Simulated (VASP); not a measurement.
# Ca: single point with PBE

Crystal: Ca.

```
CELL_PARAMETERS angstrom
0.00000 2.90597 3.01774
2.90597 0.00000 3.01774
2.90597 2.90597 0.00000
ATOMIC_POSITIONS crystal
Ca 0.00000 0.00000 0.00000
```

This cell differs from its parent crystal: strain +0.040 along x and y, +0.080 along z.

- Program: VASP 6.6.1
- Task: single point
- Functional: PBE
- Potentials or basis: VASP PAW PBE potentials, release 64 (Ca_sv)
- Cutoff: 520 eV
- k mesh: 14 × 14 × 14
- Occupations: gaussian, width 0.15 eV
- Spin: no spin polarisation

| Quantity | Value |
| --- | --- |
| Pressure | -2.4 GPa |
| Band gap on the k mesh | zero (bands 5 and 6 overlap by 0.52 eV) |

Stress tensor (GPa, compression positive):
```
-2.27  0.00  0.00
 0.00 -2.27  0.00
 0.00  0.00 -2.57
```

Levels at points of the mesh, in eV from the Fermi level:
| k point | band 2 | band 3 | band 4 | band 5 | band 6 | band 7 | band 8 | band 9 |
| --- | --- | --- | --- | --- | --- | --- | --- | --- |
| (0.00, 0.00, 0.00) | -23.40 | -23.40 | -23.40 | -3.69 | 1.98 | 2.12 | 2.12 | 2.83 |
| (0.50, 0.00, 0.00) | -23.46 | -23.41 | -23.40 | -0.93 | -0.25 | 1.90 | 2.07 | 3.43 |
| (0.50, 0.50, 0.00) | -23.46 | -23.42 | -23.42 | -0.40 | 0.48 | 0.68 | 3.46 | 3.60 |
| (0.50, 0.00, 0.50) | -23.46 | -23.43 | -23.42 | -0.26 | 0.63 | 0.79 | 3.44 | 3.55 |

It took 120 s on 1 thread of Oxide Virtual Turin-like Processor, with other jobs on the host, peak memory 0.23 GiB.

Caveat: the cell differs from its parent crystal (strain +0.040 along x and y, +0.080 along z).
